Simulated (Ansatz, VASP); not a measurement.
This is a calculation of BaTiO3 for Ansatz 0.2.0.

Contents of input.yaml:

```yaml
crystal:
  lattice:
    - [3.9518582279, 0.0, 0.0]
    - [0.0, 3.9518582279, 0.0]
    - [0.0, 0.0, 3.9518582279]
  atoms:
    - { symbol: Ba, position: [0.5, 0.5, 0.5] }
    - { symbol: Ti, position: [0.0, 0.0, 0.0] }
    - { symbol: O, position: [0.0, 0.0, 0.5] }
    - { symbol: O, position: [0.0, 0.5, 0.0] }
    - { symbol: O, position: [0.5, 0.0, 0.0] }
hamiltonian:
  xc: pbesol
  pseudopotentials: { kind: paw }
kpoints:
  mp_grid: { grid: [7, 7, 7] }
scf:
  occupations: { method: fermi_dirac, width: 0.05 }
output:
  forces: true
  stress: true
  eigenvalues: true
```

Potentials or basis: Ansatz PAW.

Run with:

```console
$ ansatz run input.yaml --threads 1 --pin off --max-ram 3584MiB --backend cpu --events-out ev --progress --plain --runs-dir out
```

Q: Translate it to VASP 6.6.1. Potentials there: VASP PAW PBE potentials, release 64 (Ba_sv, Ti_sv, O_h).

A: As run (the cutoff follows the program's own potentials):

File INCAR:

```
PREC     = Accurate       # precision mode
ENCUT    = 910            # plane-wave cutoff, eV
EDIFF    = 1E-6           # SCF threshold, eV
ISMEAR   = -1             # smearing method
SIGMA    = 0.05           # smearing width, eV
LREAL    = F              # projectors in reciprocal space
LASPH    = T              # aspherical terms in the spheres
NELM     = 120            # most SCF steps
ALGO     = Normal         # electronic algorithm
ISIF     = 2              # what is computed and relaxed
LWAVE    = F              # write WAVECAR
LCHARG   = F              # write CHGCAR
GGA      = PS             # functional
NBANDS   = 28             # bands
GGA_COMPAT= F
```

File KPOINTS:

```
Automatic mesh
0
Gamma
  7 7 7
```

POSCAR

```
BaTiO3
1.0
    3.9518582279      0.0000000000      0.0000000000
    0.0000000000      3.9518582279      0.0000000000
    0.0000000000      0.0000000000      3.9518582279
Ba Ti O
1 1 3
Direct
    0.5000000000      0.5000000000      0.5000000000
    0.0000000000      0.0000000000      0.0000000000
    0.0000000000      0.0000000000      0.5000000000
    0.0000000000      0.5000000000      0.0000000000
    0.5000000000      0.0000000000      0.0000000000
```

Potentials or basis: VASP PAW PBE potentials, release 64 (Ba_sv, Ti_sv, O_h).

Run with:

```sh
$ cat potpaw_PBE.64/Ba_sv/POTCAR potpaw_PBE.64/Ti_sv/POTCAR potpaw_PBE.64/O_h/POTCAR > POTCAR
$ mpirun -np 1 vasp_std > vasp.out
```

Both were run:

|  | VASP | Ansatz | Ansatz less VASP |
| --- | --- | --- | --- |
| gap on the k mesh at the Fermi level (eV) | 1.84 | 1.90 | +0.064 |
| least direct gap on the mesh (eV) | 1.88 | 1.90 | +0.026 |

VASP's potentials were made for PBE, not for PBEsol.

Spin-orbit coupling is off throughout. Noted on VASP's run: the cutoff is short for stress, so the pressure is rough. Noted on Ansatz's run: odd divisions of the mesh miss points on the zone boundary, where band edges often lie, so the gap on the mesh can be too wide.
